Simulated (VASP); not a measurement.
A run of VASP 6.6.1:

The input INCAR:

```
SYSTEM = Ta2AlF3
PREC = Accurate
ENCUT = 600
EDIFF = 1E-7
ISMEAR = 0
SIGMA = 0.1
LREAL = .FALSE.
LASPH = .TRUE.
NELM = 150
ALGO = Fast
ISIF = 3
LWAVE = .FALSE.
LCHARG = .FALSE.
ISPIN = 2
MAGMOM = 0 -0.2 0 0 0 0
LORBIT = 11
LMAXMIX = 4
GGA = PE
IBRION = 2
NSW = 90
EDIFFG = -0.04
```

Contents of KPOINTS:

```
Automatic mesh
0
G
  6 6 2
  0 0 0
```

The input POSCAR:

```
Ta2AlF3
1.0
    3.5488407548      0.0000000000      0.0000000000
    0.0000000000      3.5488407548      0.0000000000
    0.0000000000      0.0000000000     11.4536160476
Ta Al F
2 1 3
Direct
    0.5000000000      0.5000000000      0.0000000000
    0.0000000000      0.0000000000      0.5000000000
    0.0000000000      0.0000000000      0.0000000000
    0.0000000000      0.0000000000      0.6633748309
    0.0000000000      0.0000000000      0.3366251691
    0.5000000000      0.5000000000      0.5000000000
```

Potentials or basis: VASP PAW PBE potentials, release 64 (Ta_pv, Al, F).

Command:

```console
$ cat potpaw_PBE.64/Ta_pv/POTCAR potpaw_PBE.64/Al/POTCAR potpaw_PBE.64/F/POTCAR > POTCAR
$ mpirun -np 1 vasp_std > vasp.out
```

Hardware: 1 thread of Oxide Virtual Turin-like Processor, with other jobs on the host.

Q: How long does it take, and how much memory?

A: Wall time 33 min on 1 thread of Oxide Virtual Turin-like Processor (shared host), peak memory 0.4 GiB. Counts: scf iterations 130, k points 20, ion steps 6.
